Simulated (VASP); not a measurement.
# Pd (P6_3/mmc) in VASP: further runs

The runs below take Pd through single point, with PBE.

Everything below comes from runs of VASP 6.6.1. Logs are shortened: lines on timing, memory, paths and dates and some standing lists are left out, and cuts for length are marked.

## (1) The cell of the first run

Symmetry: P6_3/mmc, No. 194, hexagonal system. Conventional cell: a = 2.688 Å, b = 2.688 Å, c = 4.469 Å, α = 90.00°, β = 90.00°, γ = 120.00°. Pd (site symmetry -6m2) has 12 Pd at 2.69 to 2.72 Å within 3.5 Å.

This isn't the form of Pd at room conditions, which is fcc.

## (2) Single point, PBE (13.98 Å³/atom)

INCAR reads:

```
PREC = Accurate ; ENCUT = 520
EDIFF = 1E-6 ; ISMEAR = -1
SIGMA = 0.05 ; LREAL = F
LASPH = T ; NELM = 100
ALGO = Normal ; ISIF = 2
LWAVE = F ; LCHARG = F
GGA = PE ; NBANDS = 17
```

KPOINTS reads:

```
regular mesh
0
Gamma
  14 14 7
```

POSCAR reads:

```
Pd
1.0
    2.6875990520      0.0000000000      0.0000000000
   -1.3437995260      2.3275290542      0.0000000000
    0.0000000000      0.0000000000      4.4691470540
Pd
2
Direct
    0.6666666667      0.3333333333      0.7500000000
    0.3333333333      0.6666666667      0.2500000000
```

Potentials or basis: VASP PAW PBE potentials, release 64 (Pd).

Command:

```
> cat potpaw_PBE.64/Pd/POTCAR > POTCAR
> mpirun -np 1 vasp_std > vasp.out
```

OUTCAR:

```text
PREC = Accurate
   ENCUT = 520
   EDIFF = 1E-6
   ISMEAR = -1
   LREAL = F
   LASPH = T
   NELM = 100
   ISIF = 2
   GGA = PE

 ion  position               nearest neighbor table
   1  0.667  0.333  0.750-   2 2.72   2 2.72   2 2.72   2 2.72   2 2.72   2 2.72
   2  0.333  0.667  0.250-   1 2.72   1 2.72   1 2.72   1 2.72   1 2.72   1 2.72

  LATTYP: Found a hexagonal cell.
 ALAT       =     2.6875990520
 C/A-ratio  =     1.6628771508

  Lattice vectors:

 A1 = (   2.6875990520,   0.0000000000,   0.0000000000)
 A2 = (  -1.3437995260,   2.3275290542,   0.0000000000)
 A3 = (   0.0000000000,   0.0000000000,   4.4691470540)

Analysis of symmetry for initial positions (statically):
=====================================================================
 Subroutine PRICEL returns:
 Original cell was already a primitive cell.

 Routine SETGRP: Setting up the symmetry group for a
 hexagonal supercell.

 Subroutine GETGRP returns: Found 24 space group operations
 (whereof 12 operations were pure point group operations)
 out of a pool of 24 trial point group operations.

The static configuration has the point symmetry D_3d.
 The point group associated with its full space group is D_6h.

Analysis of symmetry for dynamics (positions and initial velocities):
=====================================================================
 Subroutine PRICEL returns:
 Original cell was already a primitive cell.

 Routine SETGRP: Setting up the symmetry group for a
 hexagonal supercell.

 Subroutine GETGRP returns: Found 24 space group operations
 (whereof 12 operations were pure point group operations)
 out of a pool of 24 trial point group operations.

The dynamic configuration has the point symmetry D_3d.
 The point group associated with its full space group is D_6h.

 Subroutine INISYM returns: Found 24 space group operations
 (whereof 12 operations are pure point group operations),
 and found     1 'primitive' translations

----------------------------------------------------------------------------------------

                                     Primitive cell

  volume of cell :      27.9566

  direct lattice vectors                    reciprocal lattice vectors
     2.687599052  0.000000000  0.000000000     0.372079310  0.214820090  0.000000000
    -1.343799526  2.327529054  0.000000000     0.000000000  0.429640179  0.000000000
     0.000000000  0.000000000  4.469147054     0.000000000  0.000000000  0.223756343

  length of vectors
     2.687599052  2.687599052  4.469147054     0.429640179  0.429640179  0.223756343

  position of ions in fractional coordinates (direct lattice)
     0.666666667  0.333333333  0.750000000
     0.333333333  0.666666667  0.250000000

  ion indices of the primitive-cell ions
   primitive index   ion index
                 1           1
                 2           2

----------------------------------------------------------------------------------------

 KPOINTS: regular mesh

Automatic generation of k-mesh.
 Grid dimensions read from file:
 generate k-points for:   14   14    7

 Generating k-lattice:

  Cartesian coordinates                     Fractional coordinates (reciprocal lattice)
     0.026577094  0.015344292  0.000000000     0.071428571  0.000000000  0.000000000
     0.000000000  0.030688584  0.000000000     0.000000000  0.071428571  0.000000000
     0.000000000  0.000000000  0.031965192     0.000000000  0.000000000  0.142857143

  Length of vectors
     0.030688584  0.030688584  0.031965192

  Shift w.r.t. Gamma in fractional coordinates (k-lattice)
     0.000000000  0.000000000  0.000000000

 Subroutine IBZKPT returns following result:
 ===========================================

 Found     96 irreducible k-points:

 Following reciprocal coordinates:
            Coordinates               Weight
  0.000000  0.000000  0.000000      1.000000
  0.071429  0.000000  0.000000      6.000000
  0.142857  0.000000  0.000000      6.000000
  0.214286 -0.000000  0.000000      6.000000
  0.285714 -0.000000  0.000000      6.000000
  0.357143 -0.000000  0.000000      6.000000
[... 16 lines left out ...]
  0.285714  0.285714  0.000000      6.000000
  0.357143  0.285714  0.000000      6.000000
 [... further k-points ...]
   k-points           NKPTS =     96   k-points in BZ     NKDIM =     96   number of bands    NBANDS=     17
   number of dos      NEDOS =    301   number of ions     NIONS =      2
   total plane-waves  NPLWV =  14400
   dimension x,y,z NGX =    20 NGY =   20 NGZ =   36
   dimension x,y,z NGXF=    40 NGYF=   40 NGZF=   72
   ions per type =               2
   NGX,Y,Z   is equivalent  to a cutoff of  12.37, 12.37, 13.39 a.u.
   NGXF,Y,Z  is equivalent  to a cutoff of  24.74, 24.74, 26.78 a.u.
 SYSTEM =  unknown system
   PREC   = accura    normal or accurate (medium, high low for compatibility)
   ISTART =      0    job   : 0-new  1-cont  2-samecut
   ICHARG =      2    charge: 1-file 2-atom 10-const
   ISPIN  =      1    spin polarized calculation?
   LNONCOLLINEAR =      F non collinear calculations
   LSORBIT =      F    spin-orbit coupling
   LASPH  =      T    aspherical Exc in radial PAW
   ENCUT  =  520.0 eV  38.22 Ry    6.18 a.u.   5.00  5.00  8.31*2*pi/ulx,y,z
   NELM   =    100;   NELMIN=  2; NELMDL= -5     # of ELM steps
   EDIFF  = 0.1E-05   stopping-criterion for ELM
   LREAL  =      F    real-space projection
   EDIFFG = 0.1E-04   stopping-criterion for IOM
   NSW    =      0    number of steps for IOM
   IBRION =     -1    ionic relax: 0-MD 1-quasi-New 2-CG
   NFREE  =      0    steps in history (QN), initial steepest desc. (CG)
   ISIF   =      2    stress and relaxation
   ISYM   =      2    0-nonsym 1-usesym 2-fastsym
   POTIM  = 0.5000    time-step for ionic-motion
   TEBEG  =    0.0;   TEEND  =   0.0 temperature during run
   PSTRESS=    0.0 pullay stress
   NELECT =      20.0000    total number of electrons
   NUPDOWN=      -1.0000    fix difference up-down
   EMIN   =  10.00;   EMAX   =-10.00  energy-range for DOS
   EFERMI =   0.00;   METHOD = LEGACY
   ISMEAR =    -1;   SIGMA  =   0.05  broadening in eV -4-tet -1-fermi 0-gaus
   EFERMI_NEDOS =   21; number of points for ismear=-14 and -15
   IALGO  =     38    algorithm
   IMIX   =      4    mixing-type and parameters
     AMIX     =   0.40;   BMIX     =  1.00
     AMIX_MAG =   1.60;   BMIX_MAG =  1.00
  volume/ion in A,a.u.               =      13.98        94.33
  Fermi-wavevector in a.u.,A,eV,Ry     =   1.464165  2.766871 29.167895  2.143780
  Thomas-Fermi vector in A             =   2.580174
   LORBIT       =      0    0 simple, 1 ext, 2 COOP (PROOUT), +10 PAW based schemes
   GGA     = PE    functional components
   LHFCALC =     F    Hartree Fock is set to
   AEXX    =    0.0000 exact exchange contribution
   IVDW    =     0    specifies the selected vdW correction
   LEPSILON=     F    determine dielectric tensor
   LRPA    =     F    only Hartree local field effects (RPA)
 non-spin polarized calculation
  energy-cutoff  :      520.00
  volume of cell :       27.96
 maximum number of plane-waves:       768
 NGX is ok and might be reduce to    20
   NGX =  9   NGY =  9   NGZ = 17

 number of electron      19.9999997 magnetization

 Free energy of the ion-electron system (eV)
  ---------------------------------------------------
  ext. energy  EPLUGINS =         0.00000000
  ---------------------------------------------------
  free energy    TOTEN  =       -10.22458675 eV

  energy without entropy =      -10.18433596  energy(sigma->0) =      -10.20446135

 E-fermi :  10.7202     XC(G=0): -13.5227

 val. band max:       10.7089459633   @ k =   0.2857  -0.0000   0.0000
 cond. band min:      10.7233863022   @ k =   0.4286   0.1429   0.1429
 fundamental gap:      0.0144403389
 Fermi energy:        10.7202096877

 k-point     1 :       0.0000    0.0000    0.0000
  band No.  band energies     occupation
      1       3.1548      2.00000
      2       4.9801      2.00000
      3       7.5123      2.00000
      4       7.7216      2.00000
      5       7.7216      2.00000
      6       8.1144      2.00000
[... 9 lines left out ...]
     16      30.4993      0.00000
     17      33.8422      0.00000

 k-point     2 :       0.0714    0.0000    0.0000
  band No.  band energies     occupation
      1       3.3303      2.00000
      2       5.1078      2.00000
      3       7.3883      2.00000
      4       7.8236      2.00000
      5       7.8439      2.00000
      6       8.0545      2.00000
[... 9 lines left out ...]
     16      30.4795      0.00000
     17      32.7708      0.00000

 k-point     3 :       0.1429    0.0000    0.0000
  band No.  band energies     occupation
      1       3.8278      2.00000
      2       5.4318      2.00000
      3       7.1484      2.00000
      4       7.8318      2.00000
      5       8.1336      2.00000
      6       8.1576      2.00000
[... 9 lines left out ...]
     16      30.3379      0.00000
     17      30.8374      0.00000

 k-point     4 :       0.2143   -0.0000    0.0000
  band No.  band energies     occupation
      1       4.5352      2.00000
      2       5.7112      2.00000
      3       7.0377      2.00000
      4       7.2959      2.00000
      5       7.6834      2.00000
      6       8.3440      2.00000
[... 9 lines left out ...]
     16      29.6585      0.00000
     17      30.3458      0.00000
[... 343 lines left out ...]
      1       5.7078      2.00000
      2       5.9628      2.00000
      3       6.2965      2.00000
      4       7.4604      2.00000
      5       7.5301      2.00000
      6       7.8320      2.00000
[... 9 lines left out ...]
     16      25.2890      0.00000
     17      25.5685      0.00000

 k-point    23 :       0.2857    0.2857    0.0000
  band No.  band energies     occupation
      1       5.7444      2.00000
      2       6.3147      2.00000
      3       6.4915      2.00000
      4       7.1107      2.00000
      5       7.4048      2.00000
      6       7.8169      2.00000
[... 9 lines left out ...]
     16      26.3893      0.00000
     17      26.3957      0.00000

 k-point    24 :       0.3571    0.2857    0.0000
  band No.  band energies     occupation
      1       5.7108      2.00000
      2       6.4176      2.00000
      3       6.5248      2.00000
      4       7.1202      2.00000
      5       7.4820      2.00000
      6       7.6474      2.00000
[... 9 lines left out ...]
     16      25.2102      0.00000
     17      25.2877      0.00000

 [... further k-points ...]
[... 5 lines left out ...]
  --------------------------------------------------------------------------------------
  -------------------------------------------------------------------------------------
  Total        3.5210353      3.5210353      3.6567754     -0.0000000     -0.0000000      0.0000000
  in kB      201.7886449    201.7886449    209.5678374     -0.0000000     -0.0000000      0.0000000
  external PRESSURE =     204.3817091 kB  Pullay stress =       0.0000000 kB

 VOLUME and BASIS-vectors are now :
 -----------------------------------------------------------------------------
  energy-cutoff  :      520.00
  volume of cell :       27.96
      direct lattice vectors                 reciprocal lattice vectors
     2.687599052  0.000000000  0.000000000     0.372079310  0.214820090  0.000000000
    -1.343799526  2.327529054  0.000000000     0.000000000  0.429640179  0.000000000
     0.000000000  0.000000000  4.469147054     0.000000000  0.000000000  0.223756343

 POSITION                                       TOTAL-FORCE (eV/Angst)
 -----------------------------------------------------------------------------------
      1.34380      0.77584      3.35186        -0.000000      0.000000      0.000000
     -0.00000      1.55169      1.11729         0.000000      0.000000      0.000000
 -----------------------------------------------------------------------------------
    total drift:                               -0.000000      0.000000     -0.000000

  FREE ENERGIE OF THE ION-ELECTRON SYSTEM (eV)
  ---------------------------------------------------
  free  energy   TOTEN  =       -10.2245867477 eV

  energy  without entropy=      -10.1843359570  energy(sigma->0) =      -10.20446135
```

Wall time 44 s (1 thread of Intel Xeon 8259CL, shared host); peak memory 0.17 GiB.

Results:

- Free energy: -10.2246 eV
- Pressure: 20.4 GPa
- Band gap on the k mesh: zero (bands 10 and 11 overlap by 0.87 eV)

Levels at points of the mesh, in eV from the Fermi level:
| k point | band 8 | band 9 | band 10 | band 11 | band 12 | band 13 |
| --- | --- | --- | --- | --- | --- | --- |
| (0.00, 0.00, 0.00) | -1.84 | -1.84 | -0.26 | -0.26 | 0.74 | 7.48 |
| (0.50, 0.00, 0.00) | 0.02 | 0.05 | 0.23 | 2.71 | 4.81 | 10.09 |

Caveat: the cell stands under pressure.

(Part 1 of 2 ends here.)
